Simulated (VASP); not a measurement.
Input of a VASP 6.6.1 run:

INCAR

```
PREC = Accurate ; ENCUT = 600
EDIFF = 1E-7 ; ISMEAR = 0
SIGMA = 0.1 ; LREAL = False
LASPH = True ; NELM = 200
ALGO = Normal ; ISIF = 3
LWAVE = False ; LCHARG = False
ISPIN = 2 ; MAGMOM = 0 0 0 3 -2 -2
LORBIT = 11 ; LMAXMIX = 4
GGA = PE ; IBRION = 2
NSW = 90 ; EDIFFG = -0.04
GGA_COMPAT = False ; NELMIN = 4
```

File KPOINTS:

```
regular mesh
0
Gamma
  6 6 2
```

File POSCAR:

```
Al3CoNi2
1.0
    2.9551298100      0.0000000000      0.0000000000
    0.0000000000      2.9551298100      0.0000000000
    0.0000000000      0.0000000000      8.8653894400
Al Co Ni
3 1 2
Direct
    0.0000000000      0.0000000000      0.6666666700
    0.0000000000      0.0000000000      0.0000000000
    0.0000000000      0.0000000000      0.3333333300
    0.5000000000      0.5000000000      0.5000000000
    0.5000000000      0.5000000000      0.8333333300
    0.5000000000      0.5000000000      0.1666666700
```

Potentials or basis: VASP PAW PBE potentials, release 64 (Al, Co, Ni).

Run with:

```bash
$ cat potpaw_PBE.64/Al/POTCAR potpaw_PBE.64/Co/POTCAR potpaw_PBE.64/Ni/POTCAR > POTCAR
$ mpirun -np 1 vasp_std > vasp.out
```

Q: Estimate the space group after relaxing (to 0.1 Å).

A: P4/mmm (No. 123).

Q: Estimate the site moments.

A: Al -0.00; Co +0.31; Ni -0.01 μB.

Step by step:
```csv
step,energy change (eV),largest force (eV/Å),pressure (GPa),volume (Å³)
1,0.0000,0.3341,-10.55,77.42
2,-0.1186,0.1791,8.94,68.29
3,-0.2072,0.2589,0.12,71.67
4,-0.2072,0.2567,0.38,71.56
5,-0.2131,0.1256,0.36,71.57
6,-0.2159,0.1037,0.37,71.59
7,-0.2184,0.0900,-0.41,71.93
8,-0.2191,0.0721,-1.35,72.35
9,-0.2198,0.0653,-1.36,72.35
10,-0.2216,0.0382,-1.40,72.36
11,-0.2217,0.0387,-1.45,72.38
12,-0.2223,0.0063,-1.43,72.37
13,-0.2239,0.0090,-0.94,72.15
14,-0.2252,0.0132,-0.11,71.78
```
